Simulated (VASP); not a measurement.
# CaSe (rocksalt type) (Fm-3m) in VASP: a series of runs, part 2 of 2

VASP 6.6.1.

## Step 4: Single point, PBE, non-collinear spin, zero start, spin-orbit coupling

File INCAR:

```
  ALGO = Normal
  EDIFF = 1E-6
  ENCUT = 520
  GGA = PE
  GGA_COMPAT = F
  ISIF = 2
  ISMEAR = -1
  LASPH = T
  LCHARG = F
  LNONCOLLINEAR = T
  LORBIT = 11
  LORBMOM = T
  LREAL = F
  LSORBIT = T
  LWAVE = F
  MAGMOM = 0 0 0 0 0 0
  NBANDS = 28
  NELM = 150
  PREC = Accurate
  SIGMA = 0.03
```

File KPOINTS:

```
k-points
0
Gamma
  12 12 12
```

File POSCAR:

```
CaSe
1.0
    0.0000000000      2.9789653787      2.9789653787
    2.9789653787      0.0000000000      2.9789653787
    2.9789653787      2.9789653787      0.0000000000
Ca Se
1 1
Direct
    0.0000000000      0.0000000000      0.0000000000
    0.5000000000      0.5000000000      0.5000000000
```

Potentials or basis: VASP PAW PBE potentials, release 64 (Ca_sv, Se).

The run is started by

```bash
> cat potpaw_PBE.64/Ca_sv/POTCAR potpaw_PBE.64/Se/POTCAR > POTCAR
> mpirun -np 1 vasp_ncl > vasp.out
```

OUTCAR:

```text
EDIFF = 1E-6
   ENCUT = 520
   GGA = PE
   ISIF = 2
   ISMEAR = -1
   LASPH = T
   LNONCOLLINEAR = T
   LORBIT = 11
   LREAL = F
   LSORBIT = T
   NELM = 150
   PREC = Accurate

 ion  position               nearest neighbor table
   1  0.000  0.000  0.000-   2 2.98   2 2.98   2 2.98   2 2.98   2 2.98   2 2.98
   2  0.500  0.500  0.500-   1 2.98   1 2.98   1 2.98   1 2.98   1 2.98   1 2.98

  LATTYP: Found a face centered cubic cell.
 ALAT       =     5.9579307574

  Lattice vectors:

 A1 = (   0.0000000000,   2.9789653787,   2.9789653787)
 A2 = (   2.9789653787,   0.0000000000,   2.9789653787)
 A3 = (   2.9789653787,   2.9789653787,   0.0000000000)

Analysis of symmetry for initial positions (statically):
=====================================================================
 Subroutine PRICEL returns:
 Original cell was already a primitive cell.

 Routine SETGRP: Setting up the symmetry group for a
 face centered cubic supercell.

 Subroutine GETGRP returns: Found 48 space group operations
 (whereof 48 operations were pure point group operations)
 out of a pool of 48 trial point group operations.

The static configuration has the point symmetry O_h .

Analysis of symmetry for dynamics (positions and initial velocities):
=====================================================================
 Subroutine PRICEL returns:
 Original cell was already a primitive cell.

 Routine SETGRP: Setting up the symmetry group for a
 face centered cubic supercell.

 Subroutine GETGRP returns: Found 48 space group operations
 (whereof 48 operations were pure point group operations)
 out of a pool of 48 trial point group operations.

The dynamic configuration has the point symmetry O_h .

Analysis of structural, dynamic, and magnetic symmetry:
[... 955 lines left out ...]
            0.000  -0.000   0.000

 orbital moment (y)

 # of ion     p       d       tot
 ----------------------------------------
  1        -0.000   0.000   0.000
  2        -0.000   0.000  -0.000
 ----------------------------------------
           -0.000   0.000  -0.000

 orbital moment (z)

 # of ion     p       d       tot
 ----------------------------------------
  1         0.000   0.000   0.000
  2         0.000   0.000   0.000
 ----------------------------------------
            0.000   0.000   0.000

 Spin-Orbit-Coupling matrix elements

 Ion:    1  E_soc:     -0.0060045
 l=   1
     0.0000000    -0.0009892    -0.0009892
    -0.0009892     0.0000000    -0.0009892
    -0.0009892    -0.0009892     0.0000000
 l=   2
     0.0000000     0.0000012     0.0000000     0.0000012    -0.0000127
     0.0000012     0.0000000    -0.0000095     0.0000012    -0.0000032
     0.0000000    -0.0000095     0.0000000    -0.0000095     0.0000000
     0.0000012     0.0000012    -0.0000095     0.0000000    -0.0000032
    -0.0000127    -0.0000032     0.0000000    -0.0000032     0.0000000
 l=   3
     0.0000000     0.0000000     0.0000000     0.0000000     0.0000000     0.0000000     0.0000000
     0.0000000     0.0000000     0.0000000     0.0000000     0.0000000     0.0000000     0.0000000
     0.0000000     0.0000000     0.0000000     0.0000000     0.0000000     0.0000000     0.0000000
     0.0000000     0.0000000     0.0000000     0.0000000     0.0000000     0.0000000     0.0000000
     0.0000000     0.0000000     0.0000000     0.0000000     0.0000000     0.0000000     0.0000000
     0.0000000     0.0000000     0.0000000     0.0000000     0.0000000     0.0000000     0.0000000
     0.0000000     0.0000000     0.0000000     0.0000000     0.0000000     0.0000000     0.0000000

 Ion:    2  E_soc:     -0.0356638
 l=   1
     0.0000000    -0.0059436    -0.0059436
    -0.0059436     0.0000000    -0.0059436
    -0.0059436    -0.0059436     0.0000000
 l=   2
     0.0000000    -0.0000004     0.0000000    -0.0000004     0.0000000
    -0.0000004     0.0000000     0.0000000    -0.0000004     0.0000000
     0.0000000     0.0000000     0.0000000     0.0000000     0.0000000
    -0.0000004    -0.0000004     0.0000000     0.0000000     0.0000000
     0.0000000     0.0000000     0.0000000     0.0000000     0.0000000
 l=   3
     0.0000000     0.0000000     0.0000000     0.0000000     0.0000000     0.0000000     0.0000000
     0.0000000     0.0000000     0.0000000     0.0000000     0.0000000     0.0000000     0.0000000
     0.0000000     0.0000000     0.0000000     0.0000000     0.0000000     0.0000000     0.0000000
     0.0000000     0.0000000     0.0000000     0.0000000     0.0000000     0.0000000     0.0000000
     0.0000000     0.0000000     0.0000000     0.0000000     0.0000000     0.0000000     0.0000000
     0.0000000     0.0000000     0.0000000     0.0000000     0.0000000     0.0000000     0.0000000
     0.0000000     0.0000000     0.0000000     0.0000000     0.0000000     0.0000000     0.0000000

 total charge

# of ion       s       p       d       tot
------------------------------------------
    1        2.032   5.851   0.232   8.114
    2        1.430   2.485   0.005   3.919
--------------------------------------------------
tot          3.462   8.335   0.237  12.034

 magnetization (x)

# of ion       s       p       d       tot
------------------------------------------
    1       -0.000   0.000  -0.000  -0.000
    2        0.000   0.000  -0.000   0.000
--------------------------------------------------
tot         -0.000   0.000  -0.000  -0.000

 magnetization (y)

# of ion       s       p       d       tot
------------------------------------------
    1        0.000   0.000   0.000   0.000
    2       -0.000   0.000  -0.000  -0.000
--------------------------------------------------
tot         -0.000   0.000   0.000   0.000

 magnetization (z)

# of ion       s       p       d       tot
------------------------------------------
    1        0.000   0.000   0.000   0.000
    2        0.000  -0.000  -0.000  -0.000
--------------------------------------------------
tot          0.000  -0.000   0.000   0.000
```

It took 2.3 min on 1 thread of Intel Xeon Platinum 8488C (Sapphire Rapids), shared host; peak memory 0.4 GiB.

Results:

```yaml
Free_energy: -9.5066 eV
Pressure: 0.2 GPa
Net_moment: 0.00 μB per cell
Valence_electrons_inside_the_program's_atomic_spheres: Ca 8.11; Se 3.92
```

Moments on the atoms (μB; x, y, z):
```
Ca  0.00 0.00 0.00
Se  0.00 0.00 0.00
```

## Step 5: Summary

```tsv
task	spin	cell	cutoff (eV)	gap on the mesh (eV)	pressure (GPa)
single point	off	a = 4.213 Å, angles 60.0°, 2 atoms	520	2.07	0.2
relaxation of cell and atoms	off	relaxed from a = 4.043 Å, angles 60.0°, 2 atoms	600	2.08	0.0
single point	non-collinear, zero start, SOC	a = 4.213 Å, angles 60.0°, 2 atoms	520	-	0.2
```

Alike in all rows: level PBE; potentials or basis VASP PAW PBE potentials, release 64 (Ca_sv, Se); k mesh 12 × 12 × 12; smearing fermi-dirac 0.03 eV.

Total energies depend on the potentials used, so only differences within one code and one set of settings carry meaning.
